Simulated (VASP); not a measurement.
# Ti3O (P6_3/mcm) in VASP: notebook

The runs below take Ti3O through single point, with r2SCAN.

Program: VASP 6.6.1. These are calculated values, not measurements. Logs are shortened: lines on timing, memory, paths and dates and some standing lists are left out, and cuts for length are marked.

## 1. The cell of the first run

It takes space group P6_3/mcm (No. 193, hexagonal). The conventional cell has a = 5.186 Å, b = 5.186 Å, c = 4.890 Å, α = 90.00°, β = 90.00°, γ = 120.00°. Within 2.8 Å of Ti (site symmetry m2m) lie 2 O at 2.09 Å. O (site symmetry -3m) has 6 Ti at 2.09 Å and 2 O at 2.44 Å within 2.8 Å.

## 2. Single point, r2SCAN (14.24 Å³/atom)

POSCAR

```
Ti3O
1.0
    5.1858903806      0.0000000000      0.0000000000
   -2.5929451903      4.4911128108      0.0000000000
    0.0000000000      0.0000000000      4.8898111413
Ti O
6 2
Direct
    0.0000000000      0.6732600737      0.7500000000
    0.0000000000      0.3267399263      0.2500000000
    0.6732600737      0.0000000000      0.7500000000
    0.6732600737      0.6732600737      0.2500000000
    0.3267399263      0.3267399263      0.7500000000
    0.3267399263      0.0000000000      0.2500000000
    0.0000000000      0.0000000000      0.5000000000
    0.0000000000      0.0000000000      0.0000000000
```

INCAR.step1

```
PREC = Accurate ; ENCUT = 660
ISMEAR = 0 ; SIGMA = 0.1
LREAL = False ; LASPH = True
NELM = 120 ; NBANDS = 52
GGA = PE ; ALGO = Normal
EDIFF = 1E-5 ; LWAVE = True
LCHARG = False ; GGA_COMPAT = False
KPAR = 4
```

INCAR.step2

```
PREC = Accurate ; ENCUT = 660
EDIFF = 1E-6 ; ISMEAR = 0
SIGMA = 0.1 ; LREAL = False
LASPH = True ; NELM = 120
ALGO = Normal ; ISIF = 2
LWAVE = False ; LCHARG = True
METAGGA = R2SCAN ; LMIXTAU = True
LVHAR = True ; NBANDS = 52
ISTART = 1 ; GGA_COMPAT = False
KPAR = 4
```

KPOINTS

```
Automatic mesh
0
Gamma
  12 12 8
```

Potentials or basis: VASP PAW PBE potentials, release 64 (Ti_sv, O).

Launch:

```bash
cat potpaw_PBE.64/Ti_sv/POTCAR potpaw_PBE.64/O/POTCAR > POTCAR
cp INCAR.step1 INCAR
mpirun -np 4 vasp_std > vasp.out
cp INCAR.step2 INCAR
mpirun -np 4 vasp_std > vasp.out
```

OUTCAR:

```text
PREC = Accurate
   ENCUT = 660
   EDIFF = 1E-6
   ISMEAR = 0
   LREAL = False
   LASPH = True
   NELM = 120
   ISIF = 2
   METAGGA = R2SCAN
   ISTART = 1

 ion  position               nearest neighbor table
   1  0.000  0.673  0.750-   7 2.09   8 2.09
   2  0.000  0.327  0.250-   7 2.09   8 2.09
   3  0.673  0.000  0.750-   7 2.09   8 2.09
   4  0.673  0.673  0.250-   7 2.09   8 2.09
   5  0.327  0.327  0.750-   7 2.09   8 2.09
   6  0.327  0.000  0.250-   7 2.09   8 2.09
   7  0.000  0.000  0.500-   1 2.09   2 2.09   4 2.09   5 2.09   3 2.09   6 2.09
   8  0.000  0.000  0.000-   1 2.09   2 2.09   4 2.09   5 2.09   3 2.09   6 2.09

  LATTYP: Found a hexagonal cell.
 ALAT       =     5.1858903806
 C/A-ratio  =     0.9429067686

  Lattice vectors:

 A1 = (   5.1858903806,   0.0000000000,   0.0000000000)
 A2 = (  -2.5929451903,   4.4911128108,   0.0000000000)
 A3 = (   0.0000000000,   0.0000000000,   4.8898111413)

Analysis of symmetry for initial positions (statically):
=====================================================================
 Subroutine PRICEL returns:
 Original cell was already a primitive cell.

 Routine SETGRP: Setting up the symmetry group for a
 hexagonal supercell.

 Subroutine GETGRP returns: Found 24 space group operations
 (whereof 12 operations were pure point group operations)
 out of a pool of 24 trial point group operations.

The static configuration has the point symmetry D_3d.
 The point group associated with its full space group is D_6h.

Analysis of symmetry for dynamics (positions and initial velocities):
=====================================================================
 Subroutine PRICEL returns:
 Original cell was already a primitive cell.

 Routine SETGRP: Setting up the symmetry group for a
 hexagonal supercell.

 Subroutine GETGRP returns: Found 24 space group operations
 (whereof 12 operations were pure point group operations)
 out of a pool of 24 trial point group operations.

The dynamic configuration has the point symmetry D_3d.
 The point group associated with its full space group is D_6h.

 Subroutine INISYM returns: Found 24 space group operations
 (whereof 12 operations are pure point group operations),
 and found     1 'primitive' translations
[... 107 lines left out ...]
   EDIFF  = 0.1E-05   stopping-criterion for ELM
   LREAL  =      F    real-space projection
   EDIFFG = 0.1E-04   stopping-criterion for IOM
   NSW    =      0    number of steps for IOM
   IBRION =     -1    ionic relax: 0-MD 1-quasi-New 2-CG
   NFREE  =      0    steps in history (QN), initial steepest desc. (CG)
   ISIF   =      2    stress and relaxation
   ISYM   =      2    0-nonsym 1-usesym 2-fastsym
   POTIM  = 0.5000    time-step for ionic-motion
   TEBEG  =    0.0;   TEEND  =   0.0 temperature during run
   PSTRESS=    0.0 pullay stress
   NELECT =      84.0000    total number of electrons
   NUPDOWN=      -1.0000    fix difference up-down
   EMIN   =  10.00;   EMAX   =-10.00  energy-range for DOS
   EFERMI =   0.00;   METHOD = LEGACY
   ISMEAR =     0;   SIGMA  =   0.10  broadening in eV -4-tet -1-fermi 0-gaus
   EFERMI_NEDOS =   21; number of points for ismear=-14 and -15
   IALGO  =     38    algorithm
   IMIX   =      4    mixing-type and parameters
     AMIX     =   0.40;   BMIX     =  1.00
     AMIX_MAG =   1.60;   BMIX_MAG =  1.00
  volume/ion in A,a.u.               =      14.24        96.07
  Fermi-wavevector in a.u.,A,eV,Ry     =   1.479147  2.795183 29.767876  2.187877
  Thomas-Fermi vector in A             =   2.593341
   LORBIT       =      0    0 simple, 1 ext, 2 COOP (PROOUT), +10 PAW based schemes
   METAGGA = R2SCAN    functional components
   LHFCALC =     F    Hartree Fock is set to
   AEXX    =    0.0000 exact exchange contribution
   IVDW    =     0    specifies the selected vdW correction
   LEPSILON=     F    determine dielectric tensor
   LRPA    =     F    only Hartree local field effects (RPA)
 non-spin polarized calculation
 Gauss-broadening in eV      SIGMA  =   0.10
  energy-cutoff  :      660.00
  volume of cell :      113.89
 maximum number of plane-waves:      4411
 NGX is ok and might be reduce to    48
   NGX = 21   NGY = 21   NGZ = 21

 number of electron      83.9999994 magnetization

 Free energy of the ion-electron system (eV)
  ---------------------------------------------------
  ext. energy  EPLUGINS =         0.00000000
  ---------------------------------------------------
  free energy    TOTEN  =      -101.05230470 eV

  energy without entropy =     -101.02914812  energy(sigma->0) =     -101.04072641

 E-fermi :   8.8542     XC(G=0): -12.6076

 val. band max:        8.8453220975   @ k =   0.3333   0.3333   0.0000
 cond. band min:       8.8681522037   @ k =   0.1667   0.1667   0.1250
 fundamental gap:      0.0228301062
 Fermi energy:         8.8541796131

 k-point     1 :       0.0000    0.0000    0.0000
  band No.  band energies     occupation
      1     -50.8596      2.00000
      2     -50.7647      2.00000
      3     -50.7452      2.00000
      4     -50.7452      2.00000
      5     -50.7361      2.00000
      6     -50.7361      2.00000
[... 1309 lines left out ...]
     51      10.5580      0.00000
     52      10.7992      0.00000

 [... further k-points ...]

------------------------ aborting loop because EDIFF is reached ----------------------------------------

  FORCE on cell =-STRESS in cart. coord.  units (eV):
  Direction    XX          YY          ZZ          XY          YZ          ZX
  --------------------------------------------------------------------------------------
  -------------------------------------------------------------------------------------
  Total       -2.4513635     -2.4513635     -2.4312965     -0.0000000      0.0000000      0.0000000
  in kB      -34.4864835    -34.4864835    -34.2041758     -0.0000000      0.0000000      0.0000000
  external PRESSURE =     -34.3923809 kB  Pullay stress =       0.0000000 kB

 VOLUME and BASIS-vectors are now :
 -----------------------------------------------------------------------------
  energy-cutoff  :      660.00
  volume of cell :      113.89
      direct lattice vectors                 reciprocal lattice vectors
     5.185890381  0.000000000  0.000000000     0.192830917  0.111330982  0.000000000
    -2.592945190  4.491112811  0.000000000     0.000000000  0.222661964  0.000000000
     0.000000000  0.000000000  4.889811141     0.000000000  0.000000000  0.204506876

 POSITION                                       TOTAL-FORCE (eV/Angst)
 -----------------------------------------------------------------------------------
     -1.74573      3.02369      3.66736         0.055295     -0.095773      0.000000
     -0.84722      1.46743      1.22245        -0.055295      0.095773     -0.000000
      3.49145      0.00000      3.66736        -0.110590      0.000000     -0.000000
      1.74573      3.02369      1.22245        -0.055295     -0.095773      0.000000
      0.84722      1.46743      3.66736         0.055295      0.095773      0.000000
      1.69444      0.00000      1.22245         0.110590      0.000000     -0.000000
      0.00000      0.00000      2.44491        -0.000000      0.000000      0.000000
      0.00000      0.00000      0.00000        -0.000000      0.000000      0.000000
 -----------------------------------------------------------------------------------
    total drift:                               -0.000000      0.000000      0.000000

  FREE ENERGIE OF THE ION-ELECTRON SYSTEM (eV)
  ---------------------------------------------------
  free  energy   TOTEN  =      -101.0523047048 eV

  energy  without entropy=     -101.0291481171  energy(sigma->0) =     -101.04072641
```

It took 15 min on 4 MPI ranks of AMD EPYC 9R45 (Zen 5), shared host; peak memory 0.73 GiB.

What came out:

* Free energy: -101.0523 eV
* Pressure: -3.4 GPa
* Largest force: 0.111 eV/Å
* Band gap on the k mesh: zero (bands 42 and 43 overlap by 0.76 eV)

Forces in eV/Å, atoms in the order of the input:
```
Ti   0.055 -0.096  0.000
Ti  -0.055  0.096  0.000
Ti  -0.111  0.000  0.000
Ti  -0.055 -0.096  0.000
Ti   0.055  0.096  0.000
Ti   0.111  0.000  0.000
O    0.000  0.000  0.000
O    0.000  0.000  0.000
```

Caveat: the cell stands under tension; the PAW data sets were made with another functional, which shifts forces and pressure a little.

## 3. Single point, r2SCAN (14.65 Å³/atom)

This run uses another cell than the first one, of 14.65 Å³/atom.

POSCAR

```
Ti3O
1.0
    5.2418889281      0.0000000000      0.0000000000
   -2.6209444641      4.5396089755      0.0000000000
    0.0000000000      0.0000000000      4.9252894979
Ti O
6 2
Direct
    0.0000000000      0.6748052975      0.7500000000
    0.0000000000      0.3251947025      0.2500000000
    0.6748052975      0.0000000000      0.7500000000
    0.6748052975      0.6748052975      0.2500000000
    0.3251947025      0.3251947025      0.7500000000
    0.3251947025      0.0000000000      0.2500000000
    0.0000000000      0.0000000000      0.5000000000
    0.0000000000      0.0000000000      0.0000000000
```

INCAR.step1

```
SYSTEM = Ti3O
PREC = Accurate
ENCUT = 660
ISMEAR = 0
SIGMA = 0.1
LREAL = .FALSE.
LASPH = .TRUE.
NELM = 120
NBANDS = 52
GGA = PE
ALGO = Normal
EDIFF = 1E-5
LWAVE = .TRUE.
LCHARG = .FALSE.
GGA_COMPAT = .FALSE.
KPAR = 4
```

INCAR.step2

```
SYSTEM = Ti3O
PREC = Accurate
ENCUT = 660
EDIFF = 1E-6
ISMEAR = 0
SIGMA = 0.1
LREAL = .FALSE.
LASPH = .TRUE.
NELM = 120
ALGO = Normal
ISIF = 2
LWAVE = .FALSE.
LCHARG = .FALSE.
METAGGA = R2SCAN
LMIXTAU = .TRUE.
NBANDS = 52
ISTART = 1
GGA_COMPAT = .FALSE.
KPAR = 4
```

KPOINTS

```
Automatic mesh
0
G
  12 12 8
  0 0 0
```

Potentials or basis: VASP PAW PBE potentials, release 64 (Ti_sv, O).

Launch:

```bash
cat potpaw_PBE.64/Ti_sv/POTCAR potpaw_PBE.64/O/POTCAR > POTCAR
cp INCAR.step1 INCAR
mpirun -np 4 vasp_std > vasp.out
cp INCAR.step2 INCAR
mpirun -np 4 vasp_std > vasp.out
```

OUTCAR:

```text
SYSTEM = Ti3O
   PREC = Accurate
   ENCUT = 660
   EDIFF = 1E-6
   ISMEAR = 0
   LREAL = .FALSE.
   LASPH = .TRUE.
   NELM = 120
   ISIF = 2
   METAGGA = R2SCAN
   ISTART = 1

 ion  position               nearest neighbor table
   1  0.000  0.675  0.750-   7 2.10   8 2.10
   2  0.000  0.325  0.250-   7 2.10   8 2.10
   3  0.675  0.000  0.750-   7 2.10   8 2.10
   4  0.675  0.675  0.250-   7 2.10   8 2.10
   5  0.325  0.325  0.750-   7 2.10   8 2.10
   6  0.325  0.000  0.250-   7 2.10   8 2.10
   7  0.000  0.000  0.500-   4 2.10   5 2.10   1 2.10   2 2.10   3 2.10   6 2.10
   8  0.000  0.000  0.000-   4 2.10   5 2.10   1 2.10   2 2.10   3 2.10   6 2.10
[... 1535 lines left out ...]
  Total       -5.2474239     -5.2474239     -5.2236053      0.0000000      0.0000000     -0.0000000
  in kB      -71.7329533    -71.7329533    -71.4073493      0.0000000      0.0000000     -0.0000000
  external PRESSURE =     -71.6244186 kB  Pullay stress =       0.0000000 kB

 VOLUME and BASIS-vectors are now :
 -----------------------------------------------------------------------------
  energy-cutoff  :      660.00
  volume of cell :      117.20
      direct lattice vectors                 reciprocal lattice vectors
     5.241888928  0.000000000  0.000000000     0.190770925  0.110141645  0.000000000
    -2.620944464  4.539608976  0.000000000     0.000000000  0.220283290  0.000000000
     0.000000000  0.000000000  4.925289498     0.000000000  0.000000000  0.203033751

 POSITION                                       TOTAL-FORCE (eV/Angst)
 -----------------------------------------------------------------------------------
     -1.76863      3.06335      3.69397         0.053351     -0.092407     -0.000000
     -0.85232      1.47626      1.23132        -0.053351      0.092407     -0.000000
      3.53725      0.00000      3.69397        -0.106703      0.000000     -0.000000
      1.76863      3.06335      1.23132        -0.053351     -0.092407      0.000000
      0.85232      1.47626      3.69397         0.053351      0.092407      0.000000
      1.70463      0.00000      1.23132         0.106703      0.000000      0.000000
      0.00000      0.00000      2.46264         0.000000      0.000000     -0.000000
      0.00000      0.00000      0.00000         0.000000      0.000000     -0.000000
 -----------------------------------------------------------------------------------
    total drift:                                0.000000     -0.000000      0.000000

  FREE ENERGIE OF THE ION-ELECTRON SYSTEM (eV)
  ---------------------------------------------------
  free  energy   TOTEN  =      -100.9416405749 eV

  energy  without entropy=     -100.9182290085  energy(sigma->0) =     -100.92993479
```

OUTCAR.step1:

```text
SYSTEM = Ti3O
   PREC = Accurate
   ENCUT = 660
   ISMEAR = 0
   LREAL = .FALSE.
   LASPH = .TRUE.
   NELM = 120
[... 1567 lines left out ...]
      1.70463      0.00000      1.23132         0.186587      0.000000      0.000000
      0.00000      0.00000      2.46264        -0.000000      0.000000     -0.000000
      0.00000      0.00000      0.00000        -0.000000      0.000000     -0.000000
 -----------------------------------------------------------------------------------
    total drift:                                0.000000     -0.000000      0.000000

  FREE ENERGIE OF THE ION-ELECTRON SYSTEM (eV)
  ---------------------------------------------------
  free  energy   TOTEN  =       -67.2001094641 eV

  energy  without entropy=      -67.1740537425  energy(sigma->0) =      -67.18708160
```

OSZICAR.step1:

```text
N       E                     dE             d eps       ncg     rms          rms(c)
DAV:   1     0.134243208031E+04    0.13424E+04   -0.47747E+04  9880   0.234E+03
DAV:   2     0.142875662728E+03   -0.11996E+04   -0.11727E+04  9880   0.683E+02
DAV:   3    -0.554410899216E+02   -0.19832E+03   -0.19313E+03 15300   0.227E+02
DAV:   4    -0.773439126222E+02   -0.21903E+02   -0.21591E+02 13656   0.721E+01
DAV:   5    -0.792320182841E+02   -0.18881E+01   -0.18831E+01 15584   0.177E+01    0.261E+01
DAV:   6    -0.671806036941E+02    0.12051E+02   -0.69703E+01 13296   0.539E+01    0.766E+00
DAV:   7    -0.671827547671E+02   -0.21511E-02   -0.72183E+00 13976   0.113E+01    0.441E+00
DAV:   8    -0.671868703395E+02   -0.41156E-02   -0.38288E-01 13188   0.300E+00    0.214E+00
DAV:   9    -0.672011820461E+02   -0.14312E-01   -0.14652E-01 13136   0.212E+00    0.785E-01
DAV:  10    -0.671998218192E+02    0.13602E-02   -0.63486E-02 14348   0.125E+00    0.129E-01
DAV:  11    -0.672002289802E+02   -0.40716E-03   -0.34538E-03 13424   0.400E-01    0.890E-02
DAV:  12    -0.672001048504E+02    0.12413E-03   -0.80112E-04 13672   0.157E-01    0.208E-02
DAV:  13    -0.672001094641E+02   -0.46137E-05   -0.59779E-05 11688   0.484E-02
   1 F= -.67200109E+02 E0= -.67187082E+02  d E =-.260557E-01
```

Run time: 11 min. Hardware: 4 MPI ranks of Intel Xeon Platinum 8488C (Sapphire Rapids), shared host; peak memory 0.76 GiB.

What came out:

* Free energy: -100.9416 eV
* Pressure: -7.2 GPa
* Largest force: 0.107 eV/Å
* Band gap on the k mesh: zero (bands 42 and 43 overlap by 0.76 eV)

Forces on the atoms (eV/Å):
```
Ti   0.053 -0.092  0.000
Ti  -0.053  0.092  0.000
Ti  -0.107  0.000  0.000
Ti  -0.053 -0.092  0.000
Ti   0.053  0.092  0.000
Ti   0.107  0.000  0.000
O    0.000  0.000  0.000
O    0.000  0.000  0.000
```

Levels at points of the mesh, in eV from the Fermi level:
| k point | band 38 | band 39 | band 40 | band 41 | band 42 | band 43 | band 44 | band 45 | band 46 | band 47 |
| --- | --- | --- | --- | --- | --- | --- | --- | --- | --- | --- |
| (0.00, 0.00, 0.00) | -1.34 | -0.89 | -0.89 | -0.86 | -0.22 | -0.22 | 0.20 | 0.74 | 0.74 | 1.20 |
| (0.50, 0.00, 0.00) | -1.65 | -1.37 | -1.05 | -0.86 | 0.20 | 0.51 | 0.52 | 0.64 | 0.78 | 0.92 |
| (0.00, 0.00, 0.50) | -0.98 | -0.98 | -0.98 | -0.20 | -0.20 | -0.20 | -0.20 | -0.11 | -0.11 | 1.38 |
| (0.50, 0.00, 0.50) | -1.15 | -0.84 | -0.84 | -0.82 | -0.82 | 0.01 | 0.01 | 0.53 | 0.53 | 0.75 |

Caveat: the cell stands under tension; the PAW data sets were made with another functional, which shifts forces and pressure a little.

## 4. Single point, r2SCAN (13.41 Å³/atom)

This run uses another cell than the first one, of 13.41 Å³/atom.

POSCAR

```
Ti3O
1.0
    5.0698577003      0.0000000000      0.0000000000
   -2.5349288502      4.3906255620      0.0000000000
    0.0000000000      0.0000000000      4.8181655766
Ti O
6 2
Direct
    0.0000000000      0.6701657689      0.7500000000
    0.0000000000      0.3298342311      0.2500000000
    0.6701657689      0.0000000000      0.7500000000
    0.6701657689      0.6701657689      0.2500000000
    0.3298342311      0.3298342311      0.7500000000
    0.3298342311      0.0000000000      0.2500000000
    0.0000000000      0.0000000000      0.5000000000
    0.0000000000      0.0000000000      0.0000000000
```

INCAR.step1

```
SYSTEM = Ti3O
  PREC = Accurate
  ENCUT = 660
  ISMEAR = 0
  SIGMA = 0.1
  LREAL = .FALSE.
  LASPH = .TRUE.
  NELM = 120
  NBANDS = 52
  GGA = PE
  ALGO = Normal
  EDIFF = 1E-5
  LWAVE = .TRUE.
  LCHARG = .FALSE.
  GGA_COMPAT = .FALSE.
  KPAR = 4
```

INCAR.step2

```
SYSTEM = Ti3O
  PREC = Accurate
  ENCUT = 660
  EDIFF = 1E-6
  ISMEAR = 0
  SIGMA = 0.1
  LREAL = .FALSE.
  LASPH = .TRUE.
  NELM = 120
  ALGO = Normal
  ISIF = 2
  LWAVE = .FALSE.
  LCHARG = .FALSE.
  METAGGA = R2SCAN
  LMIXTAU = .TRUE.
  NBANDS = 52
  ISTART = 1
  GGA_COMPAT = .FALSE.
  KPAR = 4
```

KPOINTS

```
regular mesh
0
G
  12 12 8
  0 0 0
```

Launch:

```bash
cat potpaw_PBE.64/Ti_sv/POTCAR potpaw_PBE.64/O/POTCAR > POTCAR
cp INCAR.step1 INCAR
mpirun -np 4 vasp_std > vasp.out
cp INCAR.step2 INCAR
mpirun -np 4 vasp_std > vasp.out
```

Wall time 12 min (4 MPI ranks of Intel Xeon Platinum 8488C (Sapphire Rapids), shared host); peak memory 0.65 GiB.

Results (log left out):

```
Free energy            : -101.0117 eV
Pressure               : 5.9 GPa
Largest force          : 0.121 eV/Å
Band gap on the k mesh : zero (bands 42 and 43 overlap by 0.80 eV)
```

Forces in eV/Å, atoms in the order of the input:
```
Ti   0.060 -0.105  0.000
Ti  -0.060  0.105  0.000
Ti  -0.121  0.000  0.000
Ti  -0.060 -0.105  0.000
Ti   0.060  0.105  0.000
Ti   0.121  0.000  0.000
O    0.000  0.000  0.000
O    0.000  0.000  0.000
```

Levels at points of the mesh, in eV from the Fermi level:
```tsv
k point	band 38	band 39	band 40	band 41	band 42	band 43	band 44	band 45	band 46	band 47
(0.00, 0.00, 0.00)	-1.45	-0.96	-0.95	-0.95	-0.24	-0.24	0.16	0.82	0.82	1.27
(0.50, 0.00, 0.00)	-1.75	-1.57	-1.09	-0.92	0.24	0.43	0.63	0.69	0.85	0.97
(0.00, 0.00, 0.50)	-1.03	-1.03	-1.03	-0.23	-0.23	-0.20	-0.20	-0.20	-0.20	1.47
(0.50, 0.00, 0.50)	-1.28	-0.94	-0.94	-0.92	-0.92	0.03	0.03	0.48	0.48	0.88
```

Caveat: the cell stands under pressure; the PAW data sets were made with another functional, which shifts forces and pressure a little.

## 5. The runs side by side

| cell | gap on the mesh (eV) | pressure (GPa) | largest force (eV/Å) |
| --- | --- | --- | --- |
| a = 5.186, b = 5.186, c = 4.890 Å, angles 90.0, 90.0, 120.0°, 8 atoms, atomic positions A | none | -3.4 | 0.11 |
| a = 5.242, b = 5.242, c = 4.925 Å, angles 90.0, 90.0, 120.0°, 8 atoms, atomic positions B | none | -7.2 | 0.11 |
| a = 5.070, b = 5.070, c = 4.818 Å, angles 90.0, 90.0, 120.0°, 8 atoms, atomic positions C | none | 5.9 | 0.12 |

Alike in all rows: task single point; level r2SCAN; potentials or basis VASP PAW PBE potentials, release 64 (Ti_sv, O); no spin polarisation; k mesh 12 × 12 × 8; cutoff (eV) 660; smearing gaussian 0.1 eV.

Caveats: the PAW data sets were made with another functional, which shifts forces and pressure a little; the cell stands under tension (at least some runs); the cell stands under pressure (at least some runs).

Total energies depend on the potentials used, so only differences within one code and one set of settings carry meaning.

The gap in the log of VASP goes by the Fermi energy; the results here count the filled bands.